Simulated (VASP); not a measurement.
Wanted: the native input for a VASP 6.6.1 run.

```
Task                   : relaxation of cell and atoms
Functional             : revPBE
Potentials or basis    : VASP PAW PBE potentials, release 64 (Ni)
Cutoff                 : 600 eV
k mesh                 : 13 × 13 × 13
Occupations            : fermi-dirac, width 0.05 eV
Spin                   : collinear spin, ferromagnetic start
Starting moments       : [1.0] μB
Dipole correction      : no
Further INCAR settings : ALGO = Normal; EDIFF = 1e-06; IBRION = 2; EDIFFG = -0.01; NSW = 80; ISIF = 3
```

The structure of Ni lies in POSCAR:

```
Ni
1.0
    0.0000000000      1.7375729330      1.7375729330
    1.7375729330      0.0000000000      1.7375729330
    1.7375729330      1.7375729330      0.0000000000
Ni
1
Direct
    0.0000000000      0.0000000000      0.0000000000
```

One way to write it, as run:

INCAR

```
SYSTEM = Ni
ALGO = Normal
EDIFF = 1E-6
EDIFFG = -0.01
ENCUT = 600
GGA = RE
IBRION = 2
ISIF = 3
ISMEAR = -1
ISPIN = 2
LASPH = .True.
LCHARG = .False.
LMAXMIX = 4
LORBIT = 11
LREAL = .False.
LWAVE = .False.
MAGMOM = 1
NELM = 150
NSW = 80
PREC = Accurate
SIGMA = 0.05
```

KPOINTS

```
k-points
0
Gamma
  13 13 13
  0 0 0
```

Potentials or basis: VASP PAW PBE potentials, release 64 (Ni).

The run is started by

```console
$ cat potpaw_PBE.64/Ni/POTCAR > POTCAR
$ mpirun -np 1 vasp_std > vasp.out
```

It gave:

```json
{
 "Relaxed volume": "11.12 Å³/atom",
 "Relaxed cell": "a = 2.505 Å, b = 2.505 Å, c = 2.505 Å, α = 60.00°, β = 60.00°, γ = 60.00°",
 "Space group after relaxing (to 0.05 Å)": "Fm-3m (No. 225)",
 "Energy gained by relaxing": "22.5 meV/atom",
 "Ionic steps": "3",
 "Pressure after relaxing": "0.0 GPa",
 "Net moment": "0.63 μB per cell",
 "Site moments": "Ni +0.64 μB",
 "Valence electrons inside the program's atomic spheres": "Ni 9.27"
}
```

Caveat: the PAW data sets were made with another functional, which shifts forces and pressure a little.

It took 36 s on 1 thread of Intel(R) Xeon(R) Platinum 8375C CPU @ 2.90GHz (Ice Lake), on a shared host, peak memory 0.15 GiB.
